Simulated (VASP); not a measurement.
A run of VASP 6.6.1 is set up as follows.

The input INCAR:

```
SYSTEM = K3SBr
ALGO = Normal
EDIFF = 1E-7
ENCUT = 520
GGA = PE
ISIF = 2
ISMEAR = 0
LASPH = .True.
LCHARG = .False.
LREAL = .False.
LWAVE = .False.
NBANDS = 28
NELM = 60
PREC = Accurate
SIGMA = 0.01
```

KPOINTS

```
k-points
0
Gamma
  4 4 4
  0 0 0
```

Contents of POSCAR:

```
K3SBr
1.0
    5.9912294926      0.0000000000      0.0000000000
    0.0000000000      5.9912294926      0.0000000000
    0.0000000000      0.0000000000      5.9912294926
Br S K
1 1 3
Direct
    0.0000000000      0.0000000000      0.0000000000
    0.5000000000      0.5000000000      0.5000000000
    0.5000000000      0.5000000000      0.0000000000
    0.5000000000      0.0000000000      0.5000000000
    0.0000000000      0.5000000000      0.5000000000
```

Potentials or basis: VASP PAW PBE potentials, release 64 (Br, S, K_sv).

Run with:

```sh
$ cat potpaw_PBE.64/Br/POTCAR potpaw_PBE.64/S/POTCAR potpaw_PBE.64/K_sv/POTCAR > POTCAR
$ mpirun -np 1 vasp_std > vasp.out
```

Task: What does it give for the band gap on the k mesh?

Result: 1.72 eV.

Task: Estimate the pressure.

Result: 0.0 GPa.
